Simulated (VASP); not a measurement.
# LiH in VASP: further runs

Runs on LiH. Level: PBE. Tasks: single point.

All numbers are computed with VASP 6.6.1; they aren't measurements. Logs are shortened: lines on timing, memory, paths and dates and some standing lists are left out, and cuts for length are marked.

### 1 The cell of the first run

Symmetry: Fm-3m, No. 225, cubic system. Conventional cell: a = 4.065 Å, b = 4.065 Å, c = 4.065 Å, α = 90.00°, β = 90.00°, γ = 90.00°. Within 2.7 Å of Li (site symmetry m-3m) lie 6 H at 2.03 Å. Within 2.7 Å of H (site symmetry m-3m) lie 6 Li at 2.03 Å.

### 2 Single point, PBE

Input file INCAR:

```
ALGO = Normal
EDIFF = 1E-6
ENCUT = 520
GGA = PE
ISIF = 2
ISMEAR = -1
LASPH = True
LCHARG = False
LREAL = False
LWAVE = False
NBANDS = 9
NELM = 80
PREC = Accurate
SIGMA = 0.03
```

Input file KPOINTS:

```
k-points
0
Gamma
  8 8 8
```

Input file POSCAR:

```
LiH
1.0
    0.0000000000      2.0325000000      2.0325000000
    2.0325000000      0.0000000000      2.0325000000
    2.0325000000      2.0325000000      0.0000000000
Li H
1 1
Direct
    0.0000000000      0.0000000000      0.0000000000
    0.5000000000      0.5000000000      0.5000000000
```

Potentials or basis: VASP PAW PBE potentials, release 64 (Li_sv, H).

Run with:

```bash
$ cat potpaw_PBE.64/Li_sv/POTCAR potpaw_PBE.64/H/POTCAR > POTCAR
$ mpirun -np 1 vasp_std > vasp.out
```

OUTCAR:

```text
EDIFF = 1E-6
   ENCUT = 520
   GGA = PE
   ISIF = 2
   ISMEAR = -1
   LASPH = True
   LREAL = False
   NELM = 80
   PREC = Accurate

 ion  position               nearest neighbor table
   1  0.000  0.000  0.000-
   2  0.500  0.500  0.500-

  LATTYP: Found a face centered cubic cell.
 ALAT       =     4.0650000000

  Lattice vectors:

 A1 = (   0.0000000000,   2.0325000000,   2.0325000000)
 A2 = (   2.0325000000,   0.0000000000,   2.0325000000)
 A3 = (   2.0325000000,   2.0325000000,   0.0000000000)

Analysis of symmetry for initial positions (statically):
=====================================================================
 Subroutine PRICEL returns:
 Original cell was already a primitive cell.

 Routine SETGRP: Setting up the symmetry group for a
 face centered cubic supercell.

 Subroutine GETGRP returns: Found 48 space group operations
 (whereof 48 operations were pure point group operations)
 out of a pool of 48 trial point group operations.

The static configuration has the point symmetry O_h .

Analysis of symmetry for dynamics (positions and initial velocities):
=====================================================================
 Subroutine PRICEL returns:
 Original cell was already a primitive cell.

 Routine SETGRP: Setting up the symmetry group for a
 face centered cubic supercell.

 Subroutine GETGRP returns: Found 48 space group operations
 (whereof 48 operations were pure point group operations)
 out of a pool of 48 trial point group operations.

The dynamic configuration has the point symmetry O_h .

 Subroutine INISYM returns: Found 48 space group operations
 (whereof 48 operations are pure point group operations),
 and found     1 'primitive' translations

----------------------------------------------------------------------------------------

                                     Primitive cell

  volume of cell :      16.7927

  direct lattice vectors                    reciprocal lattice vectors
     0.000000000  2.032500000  2.032500000    -0.246002460  0.246002460  0.246002460
     2.032500000  0.000000000  2.032500000     0.246002460 -0.246002460  0.246002460
     2.032500000  2.032500000  0.000000000     0.246002460  0.246002460 -0.246002460

  length of vectors
     2.874389066  2.874389066  2.874389066     0.426088760  0.426088760  0.426088760

  position of ions in fractional coordinates (direct lattice)
     0.000000000  0.000000000  0.000000000
     0.500000000  0.500000000  0.500000000

  ion indices of the primitive-cell ions
   primitive index   ion index
                 1           1
                 2           2

----------------------------------------------------------------------------------------

 KPOINTS: k-points

Automatic generation of k-mesh.
 Grid dimensions read from file:
 generate k-points for:    8    8    8

 Generating k-lattice:

  Cartesian coordinates                     Fractional coordinates (reciprocal lattice)
    -0.030750308  0.030750308  0.030750308     0.125000000  0.000000000  0.000000000
     0.030750308 -0.030750308  0.030750308     0.000000000  0.125000000  0.000000000
     0.030750308  0.030750308 -0.030750308     0.000000000  0.000000000  0.125000000

  Length of vectors
     0.053261095  0.053261095  0.053261095

  Shift w.r.t. Gamma in fractional coordinates (k-lattice)
     0.000000000  0.000000000  0.000000000

 Subroutine IBZKPT returns following result:
 ===========================================

 Found     29 irreducible k-points:

 Following reciprocal coordinates:
            Coordinates               Weight
  0.000000  0.000000  0.000000      1.000000
  0.125000  0.000000  0.000000      8.000000
  0.250000  0.000000  0.000000      8.000000
  0.375000  0.000000  0.000000      8.000000
  0.500000  0.000000  0.000000      4.000000
  0.125000  0.125000  0.000000      6.000000
[... 16 lines left out ...]
  0.500000  0.250000  0.125000     48.000000
 -0.375000  0.250000  0.125000     24.000000
 [... further k-points ...]
   k-points           NKPTS =     29   k-points in BZ     NKDIM =     29   number of bands    NBANDS=      9
   number of dos      NEDOS =    301   number of ions     NIONS =      2
   total plane-waves  NPLWV =  13824
   dimension x,y,z NGX =    24 NGY =   24 NGZ =   24
   dimension x,y,z NGXF=    48 NGYF=   48 NGZF=   48
   ions per type =               1   1
   NGX,Y,Z   is equivalent  to a cutoff of  13.88, 13.88, 13.88 a.u.
   NGXF,Y,Z  is equivalent  to a cutoff of  27.76, 27.76, 27.76 a.u.
 SYSTEM =  unknown system
   PREC   = accura    normal or accurate (medium, high low for compatibility)
   ISTART =      0    job   : 0-new  1-cont  2-samecut
   ICHARG =      2    charge: 1-file 2-atom 10-const
   ISPIN  =      1    spin polarized calculation?
   LNONCOLLINEAR =      F non collinear calculations
   LSORBIT =      F    spin-orbit coupling
   LASPH  =      T    aspherical Exc in radial PAW
   ENCUT  =  520.0 eV  38.22 Ry    6.18 a.u.   5.34  5.34  5.34*2*pi/ulx,y,z
   NELM   =     80;   NELMIN=  2; NELMDL= -5     # of ELM steps
   EDIFF  = 0.1E-05   stopping-criterion for ELM
   LREAL  =      F    real-space projection
   EDIFFG = 0.1E-04   stopping-criterion for IOM
   NSW    =      0    number of steps for IOM
   IBRION =     -1    ionic relax: 0-MD 1-quasi-New 2-CG
   NFREE  =      0    steps in history (QN), initial steepest desc. (CG)
   ISIF   =      2    stress and relaxation
   ISYM   =      2    0-nonsym 1-usesym 2-fastsym
   POTIM  = 0.5000    time-step for ionic-motion
   TEBEG  =    0.0;   TEEND  =   0.0 temperature during run
   PSTRESS=    0.0 pullay stress
   NELECT =       4.0000    total number of electrons
   NUPDOWN=      -1.0000    fix difference up-down
   EMIN   =  10.00;   EMAX   =-10.00  energy-range for DOS
   EFERMI =   0.00;   METHOD = LEGACY
   ISMEAR =    -1;   SIGMA  =   0.03  broadening in eV -4-tet -1-fermi 0-gaus
   EFERMI_NEDOS =   21; number of points for ismear=-14 and -15
   IALGO  =     38    algorithm
   IMIX   =      4    mixing-type and parameters
     AMIX     =   0.40;   BMIX     =  1.00
     AMIX_MAG =   1.60;   BMIX_MAG =  1.00
  volume/ion in A,a.u.               =       8.40        56.66
  Fermi-wavevector in a.u.,A,eV,Ry     =   1.014817  1.917726 14.012000  1.029853
  Thomas-Fermi vector in A             =   2.148066
   LORBIT       =      0    0 simple, 1 ext, 2 COOP (PROOUT), +10 PAW based schemes
   GGA     = PE    functional components
   LHFCALC =     F    Hartree Fock is set to
   AEXX    =    0.0000 exact exchange contribution
   IVDW    =     0    specifies the selected vdW correction
   LEPSILON=     F    determine dielectric tensor
   LRPA    =     F    only Hartree local field effects (RPA)
 non-spin polarized calculation
  energy-cutoff  :      520.00
  volume of cell :       16.79
 maximum number of plane-waves:       469
 NGX is ok and might be reduce to    24
   NGX = 11   NGY = 11   NGZ = 11

 number of electron       3.9999998 magnetization

 Free energy of the ion-electron system (eV)
  ---------------------------------------------------
  ext. energy  EPLUGINS =         0.00000000
  ---------------------------------------------------
  free energy    TOTEN  =        -6.12368707 eV

  energy without entropy =       -6.12368707  energy(sigma->0) =       -6.12368707

 E-fermi :   0.7115     XC(G=0):  -8.3774

 val. band max:       -0.1002070256   @ k =   0.5000   0.5000   0.0000
 cond. band min:       2.9078425347   @ k =   0.5000   0.5000   0.0000
 fundamental gap:      3.0080495603
 Fermi energy:         0.7114505572

 k-point     1 :       0.0000    0.0000    0.0000
  band No.  band energies     occupation
      1     -44.4341      2.00000
      2      -5.3746      2.00000
      3      15.4516      0.00000
      4      17.3668      0.00000
      5      17.3668      0.00000
      6      17.3668      0.00000
      7      22.0059      0.00000
      8      22.0059      0.00000
      9      22.0059      0.00000

 k-point     2 :       0.1250    0.0000    0.0000
  band No.  band energies     occupation
      1     -44.4284      2.00000
      2      -5.1037      2.00000
      3      13.3881      0.00000
      4      16.0194      0.00000
      5      16.8371      0.00000
      6      16.8371      0.00000
      7      21.5432      0.00000
      8      23.1470      0.00000
      9      23.1470      0.00000

 k-point     3 :       0.2500    0.0000    0.0000
  band No.  band energies     occupation
      1     -44.4144      2.00000
      2      -4.3268      2.00000
      3       9.3986      0.00000
      4      14.5564      0.00000
      5      16.1649      0.00000
      6      16.1649      0.00000
      7      21.5505      0.00000
      8      21.5505      0.00000
      9      22.9268      0.00000

 k-point     4 :       0.3750    0.0000    0.0000
  band No.  band energies     occupation
      1     -44.4004      2.00000
      2      -3.2457      2.00000
      3       6.1145      0.00000
      4      13.5566      0.00000
      5      15.9552      0.00000
      6      15.9552      0.00000
      7      19.4280      0.00000
      8      19.4280      0.00000
      9      25.0459      0.00000
[... 205 lines left out ...]
 k-point    22 :       0.3750    0.2500    0.1250
  band No.  band energies     occupation
      1     -44.4042      2.00000
      2      -3.5719      2.00000
      3       9.2306      0.00000
      4      10.0444      0.00000
      5      13.7965      0.00000
      6      17.1010      0.00000
      7      19.5968      0.00000
      8      23.1341      0.00000
      9      26.8187      0.00000

 k-point    23 :       0.5000    0.2500    0.1250
  band No.  band energies     occupation
      1     -44.3930      2.00000
      2      -2.4281      2.00000
      3       6.3413      0.00000
      4       8.8663      0.00000
      5      13.1286      0.00000
      6      16.3096      0.00000
      7      21.7067      0.00000
      8      23.6732      0.00000
      9      26.3079      0.00000

 k-point    24 :      -0.3750    0.2500    0.1250
  band No.  band energies     occupation
      1     -44.3884      2.00000
      2      -1.7301      2.00000
      3       4.9165      0.00000
      4       8.5816      0.00000
      5      12.8781      0.00000
      6      15.9225      0.00000
      7      22.4021      0.00000
      8      25.3722      0.00000
      9      26.5714      0.00000

 [... further k-points ...]
[... 5 lines left out ...]
  --------------------------------------------------------------------------------------
  -------------------------------------------------------------------------------------
  Total       -0.1756616     -0.1756616     -0.1756616      0.0000000      0.0000000     -0.0000000
  in kB      -16.7596814    -16.7596814    -16.7596814      0.0000000      0.0000000     -0.0000000
  external PRESSURE =     -16.7596814 kB  Pullay stress =       0.0000000 kB

 VOLUME and BASIS-vectors are now :
 -----------------------------------------------------------------------------
  energy-cutoff  :      520.00
  volume of cell :       16.79
      direct lattice vectors                 reciprocal lattice vectors
     0.000000000  2.032500000  2.032500000    -0.246002460  0.246002460  0.246002460
     2.032500000  0.000000000  2.032500000     0.246002460 -0.246002460  0.246002460
     2.032500000  2.032500000  0.000000000     0.246002460  0.246002460 -0.246002460

 POSITION                                       TOTAL-FORCE (eV/Angst)
 -----------------------------------------------------------------------------------
      0.00000      0.00000      0.00000        -0.000000     -0.000000      0.000000
      2.03250      2.03250      2.03250         0.000000      0.000000     -0.000000
 -----------------------------------------------------------------------------------
    total drift:                                0.000000     -0.000000     -0.000000

  FREE ENERGIE OF THE ION-ELECTRON SYSTEM (eV)
  ---------------------------------------------------
  free  energy   TOTEN  =        -6.1236870679 eV

  energy  without entropy=       -6.1236870679  energy(sigma->0) =       -6.12368707
```

Wall time 6.9 s (1 thread of Intel Xeon 8259CL, shared host); peak memory 0.13 GiB.

What came out:

| Item | Value |
| --- | --- |
| Free energy | -6.1237 eV |
| Band gap on the k mesh | 3.01 eV |

Levels at points of the mesh, in eV from the valence-band top:
| k point | band 1 | band 2 | band 3 | band 4 | band 5 | band 6 |
| --- | --- | --- | --- | --- | --- | --- |
| (0.00, 0.00, 0.00) | -44.33 | -5.27 | 15.55 | 17.47 | 17.47 | 17.47 |
| (0.50, 0.00, 0.00) | -44.29 | -2.51 | 4.82 | 13.30 | 16.12 | 16.12 |
| (0.50, 0.50, 0.00) | -44.28 | 0.00 | 3.01 | 10.61 | 10.61 | 13.72 |

Caveat: the cutoff is under 1.25 times the usual one of these potentials, so pressure, stress and relaxed cells hold a basis-set (Pulay) error. A k mesh can miss the band edges.

(Part 1 of 2 ends here.)
